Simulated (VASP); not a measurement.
# Ce (Fm-3m) in VASP: single point with BLYP

Aim: the single point of Ce with BLYP.

Program: VASP 6.6.1. These are calculated values, not measurements. Logs are shortened: lines on timing, memory, paths and dates and some standing lists are left out, and cuts for length are marked.

## Step 1: The cell of the first run

Symmetry: Fm-3m, No. 225, cubic system. Conventional cell: a = 4.960 Å, b = 4.960 Å, c = 4.960 Å, α = 90.00°, β = 90.00°, γ = 90.00°. Ce (site symmetry m-3m) has 12 Ce at 3.51 Å within 4.6 Å.

## Step 2: Single point, BLYP

File INCAR:

```
SYSTEM = Ce
PREC = Accurate ; ENCUT = 520
EDIFF = 1E-6 ; ISMEAR = -1
SIGMA = 0.1 ; LREAL = .FALSE.
LASPH = .TRUE. ; NELM = 100
ALGO = Normal ; ISIF = 2
LWAVE = .FALSE. ; LCHARG = .TRUE.
GGA = B5 ; ALDAX = 1.0
AGGAX = 1.0 ; AGGAC = 1.0
ALDAC = 0.0 ; LELF = .TRUE.
LVHAR = .TRUE. ; NBANDS = 12
```

File KPOINTS:

```
Automatic mesh
0
G
  6 6 6
  0 0 0
```

File POSCAR:

```
Ce
1.0
    0.0000000000      2.4800819992      2.4800819992
    2.4800819992      0.0000000000      2.4800819992
    2.4800819992      2.4800819992      0.0000000000
Ce
1
Direct
    0.0000000000      0.0000000000      0.0000000000
```

Potentials or basis: VASP PAW PBE potentials, release 64 (Ce).

Started as:

```bash
$ cat potpaw_PBE.64/Ce/POTCAR > POTCAR
$ mpirun -np 1 vasp_std > vasp.out
```

OUTCAR:

```text
SYSTEM = Ce
   PREC = Accurate
   ENCUT = 520
   EDIFF = 1E-6
   ISMEAR = -1
   LREAL = .FALSE.
   LASPH = .TRUE.
   NELM = 100
   ISIF = 2
   GGA = B5

 ion  position               nearest neighbor table
   1  0.000  0.000  0.000-

  LATTYP: Found a face centered cubic cell.
 ALAT       =     4.9601639984

  Lattice vectors:

 A1 = (   0.0000000000,   2.4800819992,   2.4800819992)
 A2 = (   2.4800819992,   0.0000000000,   2.4800819992)
 A3 = (   2.4800819992,   2.4800819992,   0.0000000000)

Analysis of symmetry for initial positions (statically):
=====================================================================
 Subroutine PRICEL returns:
 Original cell was already a primitive cell.

 Routine SETGRP: Setting up the symmetry group for a
 face centered cubic supercell.

 Subroutine GETGRP returns: Found 48 space group operations
 (whereof 48 operations were pure point group operations)
 out of a pool of 48 trial point group operations.

The static configuration has the point symmetry O_h .

Analysis of symmetry for dynamics (positions and initial velocities):
=====================================================================
 Subroutine PRICEL returns:
 Original cell was already a primitive cell.

 Routine SETGRP: Setting up the symmetry group for a
 face centered cubic supercell.

 Subroutine GETGRP returns: Found 48 space group operations
 (whereof 48 operations were pure point group operations)
 out of a pool of 48 trial point group operations.

The dynamic configuration has the point symmetry O_h .

 Subroutine INISYM returns: Found 48 space group operations
 (whereof 48 operations are pure point group operations),
 and found     1 'primitive' translations

----------------------------------------------------------------------------------------

                                     Primitive cell

  volume of cell :      30.5090

  direct lattice vectors                    reciprocal lattice vectors
     0.000000000  2.480081999  2.480081999    -0.201606237  0.201606237  0.201606237
     2.480081999  0.000000000  2.480081999     0.201606237 -0.201606237  0.201606237
     2.480081999  2.480081999  0.000000000     0.201606237  0.201606237 -0.201606237

  length of vectors
     3.507365599  3.507365599  3.507365599     0.349192246  0.349192246  0.349192246

  position of ions in fractional coordinates (direct lattice)
     0.000000000  0.000000000  0.000000000

  ion indices of the primitive-cell ions
   primitive index   ion index
                 1           1

----------------------------------------------------------------------------------------

 KPOINTS: Automatic mesh

Automatic generation of k-mesh.
 Grid dimensions read from file:
 generate k-points for:    6    6    6

 Generating k-lattice:

  Cartesian coordinates                     Fractional coordinates (reciprocal lattice)
    -0.033601040  0.033601040  0.033601040     0.166666667  0.000000000  0.000000000
     0.033601040 -0.033601040  0.033601040     0.000000000  0.166666667  0.000000000
     0.033601040  0.033601040 -0.033601040     0.000000000  0.000000000  0.166666667

  Length of vectors
     0.058198708  0.058198708  0.058198708

  Shift w.r.t. Gamma in fractional coordinates (k-lattice)
     0.000000000  0.000000000  0.000000000

 Subroutine IBZKPT returns following result:
 ===========================================

 Found     16 irreducible k-points:

 Following reciprocal coordinates:
            Coordinates               Weight
  0.000000  0.000000  0.000000      1.000000
  0.166667  0.000000  0.000000      8.000000
  0.333333  0.000000  0.000000      8.000000
  0.500000  0.000000  0.000000      4.000000
  0.166667  0.166667  0.000000      6.000000
  0.333333  0.166667  0.000000     24.000000
[... 8 lines left out ...]
 -0.333333  0.333333  0.166667     24.000000
 -0.333333  0.500000  0.166667     12.000000
   k-points           NKPTS =     16   k-points in BZ     NKDIM =     16   number of bands    NBANDS=     12
   number of dos      NEDOS =    301   number of ions     NIONS =      1
   total plane-waves  NPLWV =  21952
   dimension x,y,z NGX =    28 NGY =   28 NGZ =   28
   dimension x,y,z NGXF=    56 NGYF=   56 NGZF=   56
   ions per type =               1
   NGX,Y,Z   is equivalent  to a cutoff of  13.27, 13.27, 13.27 a.u.
   NGXF,Y,Z  is equivalent  to a cutoff of  26.54, 26.54, 26.54 a.u.
 SYSTEM =  Ce
   PREC   = accura    normal or accurate (medium, high low for compatibility)
   ISTART =      0    job   : 0-new  1-cont  2-samecut
   ICHARG =      2    charge: 1-file 2-atom 10-const
   ISPIN  =      1    spin polarized calculation?
   LNONCOLLINEAR =      F non collinear calculations
   LSORBIT =      F    spin-orbit coupling
   LASPH  =      T    aspherical Exc in radial PAW
   ENCUT  =  520.0 eV  38.22 Ry    6.18 a.u.   6.52  6.52  6.52*2*pi/ulx,y,z
   NELM   =    100;   NELMIN=  2; NELMDL= -5     # of ELM steps
   EDIFF  = 0.1E-05   stopping-criterion for ELM
   LREAL  =      F    real-space projection
   EDIFFG = 0.1E-04   stopping-criterion for IOM
   NSW    =      0    number of steps for IOM
   IBRION =     -1    ionic relax: 0-MD 1-quasi-New 2-CG
   NFREE  =      0    steps in history (QN), initial steepest desc. (CG)
   ISIF   =      2    stress and relaxation
   ISYM   =      2    0-nonsym 1-usesym 2-fastsym
   POTIM  = 0.5000    time-step for ionic-motion
   TEBEG  =    0.0;   TEEND  =   0.0 temperature during run
   PSTRESS=    0.0 pullay stress
   NELECT =      12.0000    total number of electrons
   NUPDOWN=      -1.0000    fix difference up-down
   EMIN   =  10.00;   EMAX   =-10.00  energy-range for DOS
   EFERMI =   0.00;   METHOD = LEGACY
   ISMEAR =    -1;   SIGMA  =   0.10  broadening in eV -4-tet -1-fermi 0-gaus
   EFERMI_NEDOS =   21; number of points for ismear=-14 and -15
   IALGO  =     38    algorithm
   IMIX   =      4    mixing-type and parameters
     AMIX     =   0.40;   BMIX     =  1.00
     AMIX_MAG =   1.60;   BMIX_MAG =  1.00
  volume/ion in A,a.u.               =      30.51       205.88
  Fermi-wavevector in a.u.,A,eV,Ry     =   1.199479  2.266686 19.575371  1.438749
  Thomas-Fermi vector in A             =   2.335340
   LORBIT       =      0    0 simple, 1 ext, 2 COOP (PROOUT), +10 PAW based schemes
   GGA     = B5    functional components
   LHFCALC =     F    Hartree Fock is set to
   AEXX    =    0.0000 exact exchange contribution
   IVDW    =     0    specifies the selected vdW correction
   LEPSILON=     F    determine dielectric tensor
   LRPA    =     F    only Hartree local field effects (RPA)
 non-spin polarized calculation
  energy-cutoff  :      520.00
  volume of cell :       30.51
 maximum number of plane-waves:       869
 NGX is ok and might be reduce to    28
   NGX = 13   NGY = 13   NGZ = 13

 number of electron      12.0000000 magnetization

 Free energy of the ion-electron system (eV)
  ---------------------------------------------------
  ext. energy  EPLUGINS =         0.00000000
  ---------------------------------------------------
  free energy    TOTEN  =        -4.85297662 eV

  energy without entropy =       -4.73805052  energy(sigma->0) =       -4.79551357

 E-fermi :   8.4675     XC(G=0): -10.0168

 val. band max:        8.4607786512   @ k =   0.5000   0.0000   0.0000
 cond. band min:       8.5311529914   @ k =   0.3333   0.1667   0.0000
 fundamental gap:      0.0703743402
 Fermi energy:         8.4674778026

 k-point     1 :       0.0000    0.0000    0.0000
  band No.  band energies     occupation
      1     -26.1310      2.00000
      2      -7.9094      2.00000
      3      -7.9094      2.00000
      4      -7.9094      2.00000
      5       5.5086      2.00000
      6       8.3721      1.44388
      7       8.8220      0.05610
      8       8.8220      0.05610
      9       8.8220      0.05610
     10       9.4399      0.00012
     11       9.4399      0.00012
     12       9.4399      0.00012

 k-point     2 :       0.1667    0.0000    0.0000
  band No.  band energies     occupation
      1     -26.0538      2.00000
      2      -8.4618      2.00000
      3      -7.9740      2.00000
      4      -7.9740      2.00000
      5       6.3755      2.00000
      6       8.2447      1.80552
      7       8.7477      0.11442
      8       8.8636      0.03737
      9       8.8636      0.03737
     10       9.1753      0.00169
     11       9.1753      0.00169
     12       9.4444      0.00011

 k-point     3 :       0.3333    0.0000    0.0000
  band No.  band energies     occupation
      1     -25.8948      2.00000
      2      -9.4390      2.00000
      3      -8.0994      2.00000
      4      -8.0994      2.00000
      5       6.8423      2.00000
      6       8.5493      0.61243
      7       8.8746      0.03354
      8       8.9314      0.01914
      9       8.9314      0.01914
     10       9.0872      0.00406
     11       9.0872      0.00406
     12       9.4534      0.00010

 k-point     4 :       0.5000    0.0000    0.0000
  band No.  band energies     occupation
      1     -25.8125      2.00000
      2      -9.8819      2.00000
      3      -8.1604      2.00000
      4      -8.1604      2.00000
      5       6.6852      2.00000
      6       8.4608      1.03348
      7       8.9093      0.02383
      8       8.9093      0.02383
      9       9.0657      0.00503
     10       9.2610      0.00072
     11       9.2610      0.00072
     12       9.4578      0.00010

 k-point     5 :       0.1667    0.1667    0.0000
  band No.  band energies     occupation
      1     -26.0282      2.00000
      2      -8.4407      2.00000
      3      -8.0956      2.00000
      4      -8.0956      2.00000
      5       6.7001      2.00000
      6       8.0264      1.97600
      7       8.6617      0.25084
      8       8.9018      0.02565
      9       8.9018      0.02565
     10       9.1905      0.00145
     11       9.1905      0.00145
     12       9.2876      0.00055
[... 108 lines left out ...]
      1     -25.7077      2.00000
      2      -9.7404      2.00000
      3      -8.6131      2.00000
      4      -8.6131      2.00000
      5       6.2107      2.00000
      6       6.7966      2.00000
      7       8.9631      0.01398
      8       9.0196      0.00797
      9       9.0196      0.00797
     10       9.0251      0.00755
     11       9.1799      0.00161
     12       9.1801      0.00161

 k-point    14 :       0.5000    0.3333    0.1667
  band No.  band energies     occupation
      1     -25.7885      2.00000
      2      -9.4022      2.00000
      3      -8.7327      2.00000
      4      -8.3490      2.00000
      5       7.7716      1.99810
      6       7.9878      1.98363
      7       8.5485      0.61582
      8       8.9856      0.01118
      9       9.0038      0.00932
     10       9.1378      0.00245
     11       9.1592      0.00198
     12       9.3366      0.00034

 k-point    15 :      -0.3333    0.3333    0.1667
  band No.  band energies     occupation
      1     -25.7334      2.00000
      2      -9.4603      2.00000
      3      -8.9718      2.00000
      4      -8.4635      2.00000
      5       7.7201      1.99887
      6       8.2516      1.79292
      7       8.7996      0.06967
      8       8.8343      0.04978
      9       9.0317      0.00707
     10       9.0694      0.00485
     11       9.2269      0.00101
     12       9.3912      0.00019

 k-point    16 :      -0.3333    0.5000    0.1667
  band No.  band energies     occupation
      1     -25.7065      2.00000
      2      -9.4865      2.00000
      3      -8.9262      2.00000
      4      -8.6554      2.00000
      5       7.1146      2.00000
      6       7.8203      1.99691
      7       8.8604      0.03856
      8       8.8659      0.03654
      9       9.0281      0.00732
     10       9.0686      0.00489
     11       9.1932      0.00141
     12       9.2712      0.00065

------------------------ aborting loop because EDIFF is reached ----------------------------------------

  FORCE on cell =-STRESS in cart. coord.  units (eV):
  Direction    XX          YY          ZZ          XY          YZ          ZX
  --------------------------------------------------------------------------------------
  -------------------------------------------------------------------------------------
  Total       -0.1004262     -0.1004262     -0.1004262      0.0000000      0.0000000      0.0000000
  in kB       -5.2738714     -5.2738714     -5.2738714      0.0000000      0.0000000      0.0000000
  external PRESSURE =      -5.2738714 kB  Pullay stress =       0.0000000 kB

 VOLUME and BASIS-vectors are now :
 -----------------------------------------------------------------------------
  energy-cutoff  :      520.00
  volume of cell :       30.51
      direct lattice vectors                 reciprocal lattice vectors
     0.000000000  2.480081999  2.480081999    -0.201606237  0.201606237  0.201606237
     2.480081999  0.000000000  2.480081999     0.201606237 -0.201606237  0.201606237
     2.480081999  2.480081999  0.000000000     0.201606237  0.201606237 -0.201606237

 POSITION                                       TOTAL-FORCE (eV/Angst)
 -----------------------------------------------------------------------------------
      0.00000      0.00000      0.00000         0.000000      0.000000     -0.000000
 -----------------------------------------------------------------------------------
    total drift:                               -0.000000     -0.000000     -0.000000

  FREE ENERGIE OF THE ION-ELECTRON SYSTEM (eV)
  ---------------------------------------------------
  free  energy   TOTEN  =        -4.8529766155 eV

  energy  without entropy=       -4.7380505242  energy(sigma->0) =       -4.79551357
```

Run time: 21 s. Hardware: 1 thread of Intel Xeon Platinum 8259CL at 2.50GHz (Skylake/Cascade Lake), shared host; peak memory 0.16 GiB.

What came out:

```yaml
Free_energy: -4.8530 eV
Pressure: -0.5 GPa
Band_gap_on_the_k_mesh: zero (band 6 reaches 8.78 eV, above the bottom of band 7 at 8.53 eV)
```

Levels at points of the mesh, in eV from the Fermi level:
```
           k point  band 3  band 4  band 5  band 6  band 7  band 8  band 9  band 10
(0.00, 0.00, 0.00)  -16.38  -16.38   -2.96   -0.10    0.35    0.35    0.35     0.97
(0.50, 0.00, 0.00)  -16.63  -16.63   -1.78   -0.01    0.44    0.44    0.60     0.79
(0.50, 0.50, 0.00)  -17.08  -17.08   -2.26   -1.67    0.50    0.55    0.55     0.56
```

Caveat: the k points lie up to 0.37 Å⁻¹ apart; the PAW data sets were made with another functional, which shifts forces and pressure a little; spin-orbit coupling is left out, which moves the levels of the heavy elements.
